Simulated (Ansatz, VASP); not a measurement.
C: VASP beside Ansatz

```xyz
8
Lattice="1.2417 -2.1506 0.0000 0.0000 0.0000 -4.1363 3.7250 2.1506 0.0000" Properties=species:S:1:pos:R:3 pbc="T T T"
C     1.2417   -0.7169   -3.8765
C     2.4833    1.4337   -3.8765
C     1.2417    0.7169   -1.8083
C     3.7250    0.7169   -1.8083
C     1.2417   -0.7169   -2.3280
C     2.4833    1.4337   -2.3280
C     1.2417    0.7169   -0.2599
C     3.7250    0.7169   -0.2599
```

Alike in both runs: task relaxation of cell and atoms; functional LDA; k mesh 12 × 8 × 8; occupations gaussian, width 0.01 eV; no spin polarisation.

|  | VASP | Ansatz |
| --- | --- | --- |
| version | VASP 6.6.1 | Ansatz 0.2.0 |
| potentials or method | VASP PAW LDA potentials, release 64 (C), cutoff 600 eV | scalar-relativistic, plane waves, PAW |
| valence electrons in the cell | 32 | 32 |

|  | VASP | Ansatz | Ansatz less VASP |
| --- | --- | --- | --- |
| gap on the k mesh at the Fermi level, each at its own relaxed structure (eV) | 3.01 | 3.03 | +0.014 |
| relaxed volume (Å³/atom) | 5.53 | 5.52 | -0.009 |
| relaxed cell length with the largest relative difference (Å) | 4.304 | 4.301 | -0.0025 |

LDA's correlation is that of Perdew and Zunger in VASP and of Perdew and Wang (1992) in Ansatz.
